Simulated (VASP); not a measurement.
# InGaAs2 (P-4m2) in VASP: further runs, part 2 of 2

VASP 6.6.1. The steps go on from the part before.

**3. Single point, PBEsol (strain +0.0350 x Voigt [1, 1, 0, 0, 0, 0])**

File INCAR:

```
SYSTEM = InGaAs2
PREC     = Accurate       ! precision mode
ENCUT    = 520            ! plane-wave cutoff, eV
EDIFF    = 1E-6           ! SCF threshold, eV
ISMEAR   = 0              ! smearing method
SIGMA    = 0.15           ! smearing width, eV
LREAL    = .False.        ! projectors in reciprocal space
LASPH    = .True.         ! aspherical terms in the spheres
NELM     = 100            ! most SCF steps
ALGO     = Normal         ! electronic algorithm
ISIF     = 2              ! what is computed and relaxed
LWAVE    = .False.        ! write WAVECAR
LCHARG   = .False.        ! write CHGCAR
GGA      = PS             ! functional
NBANDS   = 26             ! bands
```

File KPOINTS:

```
regular mesh
0
Gamma
  12 12 8
  0 0 0
```

File POSCAR:

```
InGaAs2
1.0
    4.3728762434      0.0000000000      0.0000000000
    0.0000000000      4.3728762434      0.0000000000
    0.0000000000      0.0000000000      5.9621480000
In Ga As
1 1 2
Direct
    0.0000000000      0.0000000000      0.5000000000
    0.5000000000      0.5000000000      0.0000000000
    0.5000000000      0.0000000000      0.7684750000
    0.0000000000      0.5000000000      0.2315250000
```

Potentials or basis: VASP PAW PBE potentials, release 64 (In_d, Ga_d, As).

Launch:

```
$ cat potpaw_PBE.64/In_d/POTCAR potpaw_PBE.64/Ga_d/POTCAR potpaw_PBE.64/As/POTCAR > POTCAR
$ mpirun -np 1 vasp_std > vasp.out
```

OUTCAR:

```text
SYSTEM = InGaAs2
   PREC = Accurate
   ENCUT = 520
   EDIFF = 1E-6
   ISMEAR = 0
   LREAL = .False.
   LASPH = .True.
   NELM = 100
   ISIF = 2
   GGA = PS

 ion  position               nearest neighbor table
   1  0.000  0.000  0.500-   3 2.71   4 2.71   4 2.71   3 2.71
   2  0.500  0.500  0.000-   3 2.59   4 2.59   3 2.59   4 2.59
   3  0.500  0.000  0.768-   2 2.59   2 2.59   1 2.71   1 2.71
   4  0.000  0.500  0.232-   2 2.59   2 2.59   1 2.71   1 2.71

  LATTYP: Found a simple tetragonal cell.
 ALAT       =     4.3728762434
 C/A-ratio  =     1.3634385398
[... 895 lines left out ...]
  --------------------------------------------------------------------------------------
  -------------------------------------------------------------------------------------
  Total       -4.2486462     -4.2486462     -3.0323073      0.0000000      0.0000000      0.0000000
  in kB      -59.7068317    -59.7068317    -42.6134468      0.0000000      0.0000000      0.0000000
  external PRESSURE =     -54.0090367 kB  Pullay stress =       0.0000000 kB

 VOLUME and BASIS-vectors are now :
 -----------------------------------------------------------------------------
  energy-cutoff  :      520.00
  volume of cell :      114.01
      direct lattice vectors                 reciprocal lattice vectors
     4.372876243  0.000000000  0.000000000     0.228682438  0.000000000  0.000000000
     0.000000000  4.372876243  0.000000000     0.000000000  0.228682438  0.000000000
     0.000000000  0.000000000  5.962148000     0.000000000  0.000000000  0.167724786

 POSITION                                       TOTAL-FORCE (eV/Angst)
 -----------------------------------------------------------------------------------
      0.00000      0.00000      2.98107         0.000000     -0.000000      0.000000
      2.18644      2.18644      0.00000         0.000000      0.000000      0.000000
      2.18644      0.00000      4.58176        -0.000000     -0.000000     -0.018029
      0.00000      2.18644      1.38039         0.000000     -0.000000      0.018029
 -----------------------------------------------------------------------------------
    total drift:                                0.000000      0.000000      0.000000

  FREE ENERGIE OF THE ION-ELECTRON SYSTEM (eV)
  ---------------------------------------------------
  free  energy   TOTEN  =       -17.2538416026 eV

  energy  without entropy=      -17.2533772816  energy(sigma->0) =      -17.25360944
```

OSZICAR:

```text
N       E                     dE             d eps       ncg     rms          rms(c)
DAV:   1     0.267662825114E+03    0.26766E+03   -0.16683E+04  7304   0.166E+03
DAV:   2     0.137605979448E+02   -0.25390E+03   -0.24550E+03  7714   0.398E+02
DAV:   3    -0.165313858916E+02   -0.30292E+02   -0.29950E+02  9106   0.132E+02
DAV:   4    -0.176413876844E+02   -0.11100E+01   -0.11068E+01  8516   0.267E+01
DAV:   5    -0.176764848192E+02   -0.35097E-01   -0.35081E-01 10394   0.465E+00    0.465E+00
DAV:   6    -0.172955617026E+02    0.38092E+00   -0.65090E-01 10170   0.110E+01    0.249E+00
DAV:   7    -0.172569016885E+02    0.38660E-01   -0.25018E-01 10902   0.307E+00    0.782E-01
DAV:   8    -0.172535725638E+02    0.33291E-02   -0.30373E-02  8904   0.197E+00    0.245E-01
DAV:   9    -0.172536815227E+02   -0.10896E-03   -0.43943E-03 10148   0.917E-01    0.131E-01
DAV:  10    -0.172537839157E+02   -0.10239E-03   -0.44784E-04  8470   0.178E-01    0.754E-02
DAV:  11    -0.172538425638E+02   -0.58648E-04   -0.20638E-04  8612   0.125E-01    0.459E-02
DAV:  12    -0.172538414520E+02    0.11117E-05   -0.30292E-05  7846   0.471E-02    0.841E-03
DAV:  13    -0.172538416026E+02   -0.15052E-06   -0.43549E-06  8336   0.103E-02
   1 F= -.17253842E+02 E0= -.17253609E+02  d E =-.464321E-03
```

stdout:

```text
POSCAR found type information on POSCAR InGaAs
 POSCAR found :  3 types and       4 ions
 scaLAPACK will be used
 -----------------------------------------------------------------------------
|                                                                             |
|                                                                             |
|     You enforced a specific xc type in the INCAR file but a different       |
|     I HOPE YOU KNOW WHAT YOU ARE DOING!                                     |
|                                                                             |
 -----------------------------------------------------------------------------

 LDA part: xc-table for (Slater+PW92), standard interpolation
 POSCAR, INCAR and KPOINTS ok, starting setup
 FFT: planning ... GRIDC
 FFT: planning ... GRID_SOFT
 FFT: planning ... GRID
 WAVECAR not read
 entering main loop
```

It took 8.4 min on 1 thread of Intel Xeon 8259CL, shared host; peak memory 0.56 GiB.

Results:

```
Free energy            : -17.2538 eV
Pressure               : -5.4 GPa
Largest force          : 0.018 eV/Å
Band gap on the k mesh : 0.04 eV
```

Forces on the atoms (eV/Å):
```
In   0.000  0.000  0.000
Ga   0.000  0.000  0.000
As   0.000  0.000 -0.018
As   0.000  0.000  0.018
```

Caveat: the cell differs from its parent crystal (strain +0.0350 x Voigt [1, 1, 0, 0, 0, 0]); the cell stands under tension; the smearing spreads over this small gap; semilocal functionals underestimate gaps, and a narrow one can read as zero; the PAW data sets were made with another functional, which shifts forces and pressure a little; spin-orbit coupling is left out, which moves the levels of the heavy elements. A k mesh can miss the band edges.
